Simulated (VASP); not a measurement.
Write the native input for VASP 6.6.1 that does the following.

```
Task                   : single point
Functional             : PBE
Potentials or basis    : VASP PAW PBE potentials, release 64 (Zn, Se)
Cutoff                 : 520 eV
k mesh                 : 4 × 4 × 4
Occupations            : gaussian, width 0.1 eV
Spin                   : no spin polarisation
Dipole correction      : no
Further INCAR settings : ALGO = Normal; EDIFF = 1e-06; NBANDS = 26
```

The structure of ZnSe lies in POSCAR:

```
ZnSe
1.0
    4.1077017800      0.0000000000      0.0000000000
    0.0000000000      4.1077017800      0.0000000000
    0.0000000000      0.0000000000      6.0703501700
Zn Se
2 2
Direct
    0.0000000000      0.0000000000      0.0000000000
    0.5000000000      0.5000000000      0.0000000000
    0.0000000000      0.5000000000      0.2462800000
    0.5000000000      0.0000000000      0.7537200000
```

These files were run (other wordings do the same):

INCAR

```
PREC     = Accurate       # precision mode
ENCUT    = 520            # plane-wave cutoff, eV
EDIFF    = 1E-6           # SCF threshold, eV
ISMEAR   = 0              # smearing method
SIGMA    = 0.1            # smearing width, eV
LREAL    = F              # projectors in reciprocal space
LASPH    = T              # aspherical terms in the spheres
NELM     = 80             # most SCF steps
ALGO     = Normal         # electronic algorithm
ISIF     = 2              # what is computed and relaxed
LWAVE    = F              # write WAVECAR
LCHARG   = F              # write CHGCAR
GGA      = PE             # functional
NBANDS   = 26             # bands
```

KPOINTS

```
regular mesh
0
Gamma
  4 4 4
```

Potentials or basis: VASP PAW PBE potentials, release 64 (Zn, Se).

Run with:

```bash
$ cat potpaw_PBE.64/Zn/POTCAR potpaw_PBE.64/Se/POTCAR > POTCAR
$ mpirun -np 1 vasp_std > vasp.out
```

Results of the run:

The pressure is 0.1 GPa. The largest force is 0.055 eV/Å and the band gap on the k mesh is 1.93 eV.

Run time: 46 s on 1 thread of Intel Xeon 8259CL, on a shared host, peak memory 0.23 GiB.
